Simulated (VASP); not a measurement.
# TiC (Fm-3m) in VASP: further runs

The runs below take TiC through single point, relaxation of cell and atoms, with PBE.

Program: VASP 6.6.1. These are calculated values, not measurements. Logs are shortened: lines on timing, memory, paths and dates and some standing lists are left out, and cuts for length are marked.

### Step 1. The cell of the first run

Symmetry: Fm-3m, No. 225, cubic system. The conventional cell has a = 4.333 Å, b = 4.333 Å, c = 4.333 Å, α = 90.00°, β = 90.00°, γ = 90.00°. Ti (site symmetry m-3m) has 6 C at 2.17 Å within 2.9 Å. C (site symmetry m-3m) has 6 Ti at 2.17 Å within 2.9 Å.

### Step 2. Single point, PBE

The input, INCAR:

```
SYSTEM = TiC
  PREC = Accurate
  ENCUT = 520
  EDIFF = 1E-6
  ISMEAR = 0
  SIGMA = 0.1
  LREAL = .False.
  LASPH = .True.
  NELM = 80
  ALGO = Normal
  ISIF = 2
  LWAVE = .False.
  LCHARG = .True.
  GGA = PE
  LELF = .True.
  LVHAR = .True.
  NBANDS = 15
```

The input, KPOINTS:

```
Automatic mesh
0
Gamma
  16 16 16
  0 0 0
```

The input, POSCAR:

```
TiC
1.0
    0.0000000000      2.1665233514      2.1665233514
    2.1665233514      0.0000000000      2.1665233514
    2.1665233514      2.1665233514      0.0000000000
Ti C
1 1
Direct
    0.0000000000      0.0000000000      0.0000000000
    0.5000000000      0.5000000000      0.5000000000
```

Potentials or basis: VASP PAW PBE potentials, release 64 (Ti_sv, C).

Started as:

```bash
cat potpaw_PBE.64/Ti_sv/POTCAR potpaw_PBE.64/C/POTCAR > POTCAR
mpirun -np 1 vasp_std > vasp.out
```

OUTCAR:

```text
SYSTEM = TiC
   PREC = Accurate
   ENCUT = 520
   EDIFF = 1E-6
   ISMEAR = 0
   LREAL = .False.
   LASPH = .True.
   NELM = 80
   ISIF = 2
   GGA = PE

 ion  position               nearest neighbor table
   1  0.000  0.000  0.000-   2 2.17   2 2.17   2 2.17   2 2.17   2 2.17   2 2.17
   2  0.500  0.500  0.500-   1 2.17   1 2.17   1 2.17   1 2.17   1 2.17   1 2.17

  LATTYP: Found a face centered cubic cell.
 ALAT       =     4.3330467028

  Lattice vectors:

 A1 = (   0.0000000000,   2.1665233514,   2.1665233514)
 A2 = (   2.1665233514,   0.0000000000,   2.1665233514)
 A3 = (   2.1665233514,   2.1665233514,   0.0000000000)

Analysis of symmetry for initial positions (statically):
=====================================================================
 Subroutine PRICEL returns:
 Original cell was already a primitive cell.

 Routine SETGRP: Setting up the symmetry group for a
 face centered cubic supercell.

 Subroutine GETGRP returns: Found 48 space group operations
 (whereof 48 operations were pure point group operations)
 out of a pool of 48 trial point group operations.

The static configuration has the point symmetry O_h .

Analysis of symmetry for dynamics (positions and initial velocities):
=====================================================================
 Subroutine PRICEL returns:
 Original cell was already a primitive cell.

 Routine SETGRP: Setting up the symmetry group for a
 face centered cubic supercell.

 Subroutine GETGRP returns: Found 48 space group operations
 (whereof 48 operations were pure point group operations)
 out of a pool of 48 trial point group operations.

The dynamic configuration has the point symmetry O_h .

 Subroutine INISYM returns: Found 48 space group operations
 (whereof 48 operations are pure point group operations),
 and found     1 'primitive' translations

----------------------------------------------------------------------------------------

                                     Primitive cell

  volume of cell :      20.3386

  direct lattice vectors                    reciprocal lattice vectors
     0.000000000  2.166523351  2.166523351    -0.230784496  0.230784496  0.230784496
     2.166523351  0.000000000  2.166523351     0.230784496 -0.230784496  0.230784496
     2.166523351  2.166523351  0.000000000     0.230784496  0.230784496 -0.230784496

  length of vectors
     3.063926707  3.063926707  3.063926707     0.399730473  0.399730473  0.399730473

  position of ions in fractional coordinates (direct lattice)
     0.000000000  0.000000000  0.000000000
     0.500000000  0.500000000  0.500000000

  ion indices of the primitive-cell ions
   primitive index   ion index
                 1           1
                 2           2

----------------------------------------------------------------------------------------

 KPOINTS: Automatic mesh

Automatic generation of k-mesh.
 Grid dimensions read from file:
 generate k-points for:   16   16   16

 Generating k-lattice:

  Cartesian coordinates                     Fractional coordinates (reciprocal lattice)
    -0.014424031  0.014424031  0.014424031     0.062500000  0.000000000  0.000000000
     0.014424031 -0.014424031  0.014424031     0.000000000  0.062500000  0.000000000
     0.014424031  0.014424031 -0.014424031     0.000000000  0.000000000  0.062500000

  Length of vectors
     0.024983155  0.024983155  0.024983155

  Shift w.r.t. Gamma in fractional coordinates (k-lattice)
     0.000000000  0.000000000  0.000000000

 Subroutine IBZKPT returns following result:
 ===========================================

 Found    145 irreducible k-points:

 Following reciprocal coordinates:
            Coordinates               Weight
  0.000000  0.000000  0.000000      1.000000
  0.062500  0.000000  0.000000      8.000000
  0.125000  0.000000  0.000000      8.000000
  0.187500  0.000000  0.000000      8.000000
  0.250000  0.000000  0.000000      8.000000
  0.312500  0.000000  0.000000      8.000000
[... 16 lines left out ...]
 -0.125000  0.062500  0.000000     24.000000
 -0.062500  0.062500  0.000000     12.000000
 [... further k-points ...]
   k-points           NKPTS =    145   k-points in BZ     NKDIM =    145   number of bands    NBANDS=     15
   number of dos      NEDOS =    301   number of ions     NIONS =      2
   total plane-waves  NPLWV =  13824
   dimension x,y,z NGX =    24 NGY =   24 NGZ =   24
   dimension x,y,z NGXF=    48 NGYF=   48 NGZF=   48
   ions per type =               1   1
   NGX,Y,Z   is equivalent  to a cutoff of  13.02, 13.02, 13.02 a.u.
   NGXF,Y,Z  is equivalent  to a cutoff of  26.04, 26.04, 26.04 a.u.
 SYSTEM =  TiC
   PREC   = accura    normal or accurate (medium, high low for compatibility)
   ISTART =      0    job   : 0-new  1-cont  2-samecut
   ICHARG =      2    charge: 1-file 2-atom 10-const
   ISPIN  =      1    spin polarized calculation?
   LNONCOLLINEAR =      F non collinear calculations
   LSORBIT =      F    spin-orbit coupling
   LASPH  =      T    aspherical Exc in radial PAW
   ENCUT  =  520.0 eV  38.22 Ry    6.18 a.u.   5.70  5.70  5.70*2*pi/ulx,y,z
   NELM   =     80;   NELMIN=  2; NELMDL= -5     # of ELM steps
   EDIFF  = 0.1E-05   stopping-criterion for ELM
   LREAL  =      F    real-space projection
   EDIFFG = 0.1E-04   stopping-criterion for IOM
   NSW    =      0    number of steps for IOM
   IBRION =     -1    ionic relax: 0-MD 1-quasi-New 2-CG
   NFREE  =      0    steps in history (QN), initial steepest desc. (CG)
   ISIF   =      2    stress and relaxation
   ISYM   =      2    0-nonsym 1-usesym 2-fastsym
   POTIM  = 0.5000    time-step for ionic-motion
   TEBEG  =    0.0;   TEEND  =   0.0 temperature during run
   PSTRESS=    0.0 pullay stress
   NELECT =      16.0000    total number of electrons
   NUPDOWN=      -1.0000    fix difference up-down
   EMIN   =  10.00;   EMAX   =-10.00  energy-range for DOS
   EFERMI =   0.00;   METHOD = LEGACY
   ISMEAR =     0;   SIGMA  =   0.10  broadening in eV -4-tet -1-fermi 0-gaus
   EFERMI_NEDOS =   21; number of points for ismear=-14 and -15
   IALGO  =     38    algorithm
   IMIX   =      4    mixing-type and parameters
     AMIX     =   0.40;   BMIX     =  1.00
     AMIX_MAG =   1.60;   BMIX_MAG =  1.00
  volume/ion in A,a.u.               =      10.17        68.63
  Fermi-wavevector in a.u.,A,eV,Ry     =   1.511268  2.855882 31.074762  2.283931
  Thomas-Fermi vector in A             =   2.621348
   LORBIT       =      0    0 simple, 1 ext, 2 COOP (PROOUT), +10 PAW based schemes
   GGA     = PE    functional components
   LHFCALC =     F    Hartree Fock is set to
   AEXX    =    0.0000 exact exchange contribution
   IVDW    =     0    specifies the selected vdW correction
   LEPSILON=     F    determine dielectric tensor
   LRPA    =     F    only Hartree local field effects (RPA)
 non-spin polarized calculation
 Gauss-broadening in eV      SIGMA  =   0.10
  energy-cutoff  :      520.00
  volume of cell :       20.34
 maximum number of plane-waves:       568
   NGX = 11   NGY = 11   NGZ = 11

 number of electron      16.0000000 magnetization

 Free energy of the ion-electron system (eV)
  ---------------------------------------------------
  ext. energy  EPLUGINS =         0.00000000
  ---------------------------------------------------
  free energy    TOTEN  =       -18.70953663 eV

  energy without entropy =      -18.70750010  energy(sigma->0) =      -18.70851837

 E-fermi :   9.3937     XC(G=0): -12.6920

 val. band max:        9.3749604992   @ k =  -0.0625   0.0625   0.0000
 cond. band min:       9.3961436933   @ k =   0.1250   0.1250   0.0000
 fundamental gap:      0.0211831940
 Fermi energy:         9.3936773852

 k-point     1 :       0.0000    0.0000    0.0000
  band No.  band energies     occupation
      1     -47.1925      2.00000
      2     -23.2172      2.00000
      3     -23.2172      2.00000
      4     -23.2172      2.00000
      5      -2.9925      2.00000
      6      10.0926      0.00000
      7      10.0926      0.00000
      8      10.0926      0.00000
      9      11.0750      0.00000
     10      11.0750      0.00000
     11      11.0750      0.00000
     12      11.1099      0.00000
     13      11.1099      0.00000
     14      19.8651      0.00000
     15      23.4270      0.00000

 k-point     2 :       0.0625    0.0000    0.0000
  band No.  band energies     occupation
      1     -47.1898      2.00000
      2     -23.2367      2.00000
      3     -23.2190      2.00000
      4     -23.2190      2.00000
      5      -2.9042      2.00000
      6       9.6488      0.00031
      7       9.8841      0.00000
      8       9.8841      0.00000
      9      10.4253      0.00000
     10      10.4253      0.00000
     11      11.3138      0.00000
     12      12.0968      0.00000
     13      12.0968      0.00000
     14      20.0260      0.00000
     15      23.4625      0.00000

 k-point     3 :       0.1250    0.0000    0.0000
  band No.  band energies     occupation
      1     -47.1820      2.00000
      2     -23.2920      2.00000
      3     -23.2243      2.00000
      4     -23.2243      2.00000
      5      -2.6447      2.00000
      6       8.7720      2.00000
      7       9.1160      1.99991
      8       9.1160      1.99991
      9      10.5071      0.00000
     10      10.5071      0.00000
     11      11.6419      0.00000
     12      13.1572      0.00000
     13      13.1572      0.00000
     14      20.4160      0.00000
     15      23.4810      0.00000

 k-point     4 :       0.1875    0.0000    0.0000
  band No.  band energies     occupation
      1     -47.1703      2.00000
      2     -23.3737      2.00000
      3     -23.2321      2.00000
      4     -23.2321      2.00000
      5      -2.2301      2.00000
      6       7.7438      2.00000
      7       8.3570      2.00000
      8       8.3570      2.00000
      9      10.7900      0.00000
     10      10.7900      0.00000
     11      11.9285      0.00000
     12      14.2172      0.00000
     13      14.2172      0.00000
     14      20.7244      0.00000
     15      23.4581      0.00000
[... 307 lines left out ...]
 k-point    22 :      -0.1875    0.0625    0.0000
  band No.  band energies     occupation
      1     -47.1639      2.00000
      2     -23.4079      2.00000
      3     -23.2544      2.00000
      4     -23.2285      2.00000
      5      -1.9987      2.00000
      6       7.2774      2.00000
      7       7.9291      2.00000
      8       8.1935      2.00000
      9      10.7101      0.00000
     10      11.1978      0.00000
     11      12.1917      0.00000
     12      13.9716      0.00000
     13      15.1434      0.00000
     14      20.8571      0.00000
     15      23.4480      0.00000

 k-point    23 :      -0.1250    0.0625    0.0000
  band No.  band energies     occupation
      1     -47.1763      2.00000
      2     -23.3241      2.00000
      3     -23.2425      2.00000
      4     -23.2217      2.00000
      5      -2.4514      2.00000
      6       8.2819      2.00000
      7       8.6045      2.00000
      8       8.8160      2.00000
      9      10.3990      0.00000
     10      10.9451      0.00000
     11      11.9520      0.00000
     12      13.0052      0.00000
     13      14.1223      0.00000
     14      20.6784      0.00000
     15      23.4615      0.00000

 k-point    24 :      -0.0625    0.0625    0.0000
  band No.  band energies     occupation
      1     -47.1854      2.00000
      2     -23.2636      2.00000
      3     -23.2301      2.00000
      4     -23.2184      2.00000
      5      -2.7597      2.00000
      6       9.1821      1.99723
      7       9.3677      1.28687
      8       9.3750      1.20876
      9      10.2031      0.00000
     10      10.7769      0.00000
     11      11.6638      0.00000
     12      12.2193      0.00000
     13      13.0805      0.00000
     14      20.2730      0.00000
     15      23.4950      0.00000

 [... further k-points ...]
[... 5 lines left out ...]
  --------------------------------------------------------------------------------------
  -------------------------------------------------------------------------------------
  Total        0.0202756      0.0202756      0.0202756     -0.0000000     -0.0000000      0.0000000
  in kB        1.5972180      1.5972180      1.5972180     -0.0000000     -0.0000000      0.0000000
  external PRESSURE =       1.5972180 kB  Pullay stress =       0.0000000 kB

 VOLUME and BASIS-vectors are now :
 -----------------------------------------------------------------------------
  energy-cutoff  :      520.00
  volume of cell :       20.34
      direct lattice vectors                 reciprocal lattice vectors
     0.000000000  2.166523351  2.166523351    -0.230784496  0.230784496  0.230784496
     2.166523351  0.000000000  2.166523351     0.230784496 -0.230784496  0.230784496
     2.166523351  2.166523351  0.000000000     0.230784496  0.230784496 -0.230784496

 POSITION                                       TOTAL-FORCE (eV/Angst)
 -----------------------------------------------------------------------------------
      0.00000      0.00000      0.00000         0.000000     -0.000000      0.000000
      2.16652      2.16652      2.16652        -0.000000      0.000000     -0.000000
 -----------------------------------------------------------------------------------
    total drift:                                0.000000     -0.000000     -0.000000

  FREE ENERGIE OF THE ION-ELECTRON SYSTEM (eV)
  ---------------------------------------------------
  free  energy   TOTEN  =       -18.7095366296 eV

  energy  without entropy=      -18.7075001018  energy(sigma->0) =      -18.70851837
```

Wall time 29 s (1 thread of Intel Xeon Platinum 8259CL at 2.50GHz (Skylake/Cascade Lake), shared host); peak memory 0.17 GiB.

Results:

| Item | Value |
| --- | --- |
| Free energy | -18.7095 eV |
| Pressure | 0.2 GPa |
| Band gap on the k mesh | zero (band 8 reaches 10.09 eV, above the bottom of band 9 at 9.00 eV) |

Levels at points of the mesh, in eV from the Fermi level:
| k point | band 6 | band 7 | band 8 | band 9 | band 10 | band 11 |
| --- | --- | --- | --- | --- | --- | --- |
| (0.00, 0.00, 0.00) | 0.70 | 0.70 | 0.70 | 1.68 | 1.68 | 1.68 |
| (0.50, 0.00, 0.00) | -5.83 | -2.88 | -2.88 | 2.92 | 2.92 | 4.10 |
| (0.50, 0.50, 0.00) | -3.42 | -1.61 | -0.03 | -0.03 | 2.71 | 3.51 |

### Step 3. Relaxation of cell and atoms, PBE

This run uses another cell than the first one, of 10.27 Å³/atom, 1.010 times its volume.

The input, INCAR:

```
  ALGO = Normal
  EDIFF = 1E-6
  EDIFFG = -0.005
  ENCUT = 600
  GGA = PE
  IBRION = 2
  ISIF = 3
  ISMEAR = 0
  LASPH = T
  LCHARG = F
  LREAL = F
  LWAVE = F
  NELM = 100
  NSW = 100
  PREC = Accurate
  SIGMA = 0.1
```

The input, KPOINTS:

```
k-points
0
Gamma
  16 16 16
```

The input, POSCAR:

```
TiC
1.0
    0.0000000000      2.1734822251      2.1734822251
    2.1734822251      0.0000000000      2.1734822251
    2.1734822251      2.1734822251      0.0000000000
Ti C
1 1
Direct
    0.0000000000      0.0000000000      0.0000000000
    0.5000000000      0.5000000000      0.5000000000
```

Potentials or basis: VASP PAW PBE potentials, release 64 (Ti_sv, C).

Started as:

```bash
cat potpaw_PBE.64/Ti_sv/POTCAR potpaw_PBE.64/C/POTCAR > POTCAR
mpirun -np 1 vasp_std > vasp.out
```

It took 1.9 min on 1 thread of Intel Xeon Platinum 8259CL at 2.50GHz (Skylake/Cascade Lake), shared host; peak memory 0.2 GiB.

Results (log left out):

| Item | Value |
| --- | --- |
| Free energy | -18.7104 eV |
| Relaxed volume | 10.17 Å³/atom |
| Relaxed cell | a = 3.064 Å, b = 3.064 Å, c = 3.064 Å, α = 60.00°, β = 60.00°, γ = 60.00° |
| Space group after relaxing (to 0.05 Å) | Fm-3m (No. 225) |
| Energy gained by relaxing | 0.7 meV/atom |
| Ionic steps | 3 |
| Pressure after relaxing | 0.0 GPa |
| Band gap on the k mesh | zero (band 8 reaches 10.09 eV, above the bottom of band 9 at 8.99 eV) |

The path:
| step | energy change (eV) | largest force (eV/Å) | pressure (GPa) | volume (Å³) |
| --- | --- | --- | --- | --- |
| 1 | 0.0000 | 0.0000 | -2.27 | 20.54 |
| 2 | 0.0009 | 0.0000 | 3.02 | 20.11 |
| 3 | -0.0013 | 0.0000 | 0.03 | 20.35 |

Final structure:
```
Ti C
1.0
     0.00000    2.16680    2.16680
     2.16680    0.00000    2.16680
     2.16680    2.16680    0.00000
Ti C
1 1
Direct
  0.00000 0.00000 0.00000
  0.50000 0.50000 0.50000
```

Levels at points of the mesh, in eV from the Fermi level:
| k point | band 4 | band 5 | band 6 | band 7 | band 8 | band 9 | band 10 | band 11 | band 12 |
| --- | --- | --- | --- | --- | --- | --- | --- | --- | --- |
| (0.00, 0.00, 0.00) | -32.61 | -12.38 | 0.70 | 0.70 | 0.70 | 1.68 | 1.68 | 1.68 | 1.72 |
| (0.50, 0.00, 0.00) | -32.66 | -8.91 | -5.82 | -2.88 | -2.88 | 2.91 | 2.91 | 4.09 | 8.14 |
| (0.50, 0.50, 0.00) | -32.78 | -10.10 | -3.42 | -1.60 | -0.03 | -0.03 | 2.71 | 3.51 | 3.51 |

### Step 4. Single point, PBE

This run uses another cell than the first one, of 10.27 Å³/atom, 1.010 times its volume.

The input, INCAR:

```
SYSTEM = TiC
ALGO = Normal
EDIFF = 1E-6
ENCUT = 600
GGA = PE
GGA_COMPAT = .False.
ISIF = 2
ISMEAR = 0
LASPH = .True.
LCHARG = .True.
LELF = .True.
LREAL = .False.
LVHAR = .True.
LWAVE = .False.
NBANDS = 15
NELM = 120
PREC = Accurate
SIGMA = 0.1
```

The input, KPOINTS:

```
k-points
0
Gamma
  8 8 8
  0 0 0
```

POSCAR is that of step 3.

Started as:

```bash
cat potpaw_PBE.64/Ti_sv/POTCAR potpaw_PBE.64/C/POTCAR > POTCAR
mpirun -np 1 vasp_std > vasp.out
```

Wall time 26 s (1 thread of Intel Xeon 6975P-C, shared host); peak memory 0.16 GiB.

Results (log left out):

| Quantity | Value |
| --- | --- |
| Free energy | -18.7075 eV |
| Pressure | -2.3 GPa |
| Band gap on the k mesh | zero (band 8 reaches 9.97 eV, above the bottom of band 9 at 8.89 eV) |

Levels at points of the mesh, in eV from the Fermi level:
```csv
k point,band 4,band 5,band 6,band 7,band 8,band 9,band 10,band 11,band 12,band 13
"(0.00, 0.00, 0.00)",-32.61,-12.30,0.73,0.73,0.73,1.71,1.71,1.71,1.73,1.73
"(0.50, 0.00, 0.00)",-32.65,-8.87,-5.74,-2.81,-2.81,2.92,2.92,4.08,8.09,8.09
"(0.50, 0.50, 0.00)",-32.77,-10.02,-3.37,-1.54,0.00,0.00,2.71,3.50,3.50,5.74
```

### Step 5. The runs side by side

```tsv
task	cell	k mesh	cutoff (eV)	gap on the mesh (eV)	pressure (GPa)
single point	a = 3.064 Å, angles 60.0°, 2 atoms	16 × 16 × 16	520	none	0.2
relaxation of cell and atoms	relaxed from a = 3.074 Å, angles 60.0°, 2 atoms	16 × 16 × 16	600	none	0.0
single point	a = 3.074 Å, angles 60.0°, 2 atoms	8 × 8 × 8	600	none	-2.3
```

Alike in all rows: level PBE; potentials or basis VASP PAW PBE potentials, release 64 (Ti_sv, C); no spin polarisation; smearing gaussian 0.1 eV.

Absolute energies hang on the potentials; compare differences alone.
